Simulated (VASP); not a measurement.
Here is a VASP 6.6.1 calculation.

The input INCAR:

```
PREC = Accurate
ENCUT = 520
EDIFF = 1E-6
ISMEAR = -1
SIGMA = 0.05
LREAL = False
LASPH = True
NELM = 80
ALGO = Normal
ISIF = 2
LWAVE = False
LCHARG = True
GGA = PS
LELF = True
LVHAR = True
NBANDS = 16
```

Contents of KPOINTS:

```
regular mesh
0
Gamma
  8 8 4
```

POSCAR

```
Si
1.0
    3.8313174605      0.0000000000      0.0000000000
   -1.9156587303      3.3180182508      0.0000000000
    0.0000000000      0.0000000000      6.3326220002
Si
4
Direct
    0.6666666667      0.3333333333      0.9369905000
    0.3333333333      0.6666666667      0.4369905000
    0.6666666667      0.3333333333      0.5630095000
    0.3333333333      0.6666666667      0.0630095000
```

Potentials or basis: VASP PAW PBE potentials, release 64 (Si).

The run is started by

```sh
$ cat potpaw_PBE.64/Si/POTCAR > POTCAR
$ mpirun -np 1 vasp_std > vasp.out
```

Estimate the largest force.

0.009 eV/Å.

Predict the band gap on the k mesh.

0.30 eV, indirect (least direct gap 0.95 eV).

Estimate the pressure.

-0.3 GPa.

Forces on the atoms (eV/Å):
```
Si   0.000  0.000  0.009
Si   0.000  0.000  0.009
Si   0.000  0.000 -0.009
Si   0.000  0.000 -0.009
```

Caveat: the PAW data sets were made with another functional, which shifts forces and pressure a little. A k mesh can miss the band edges.
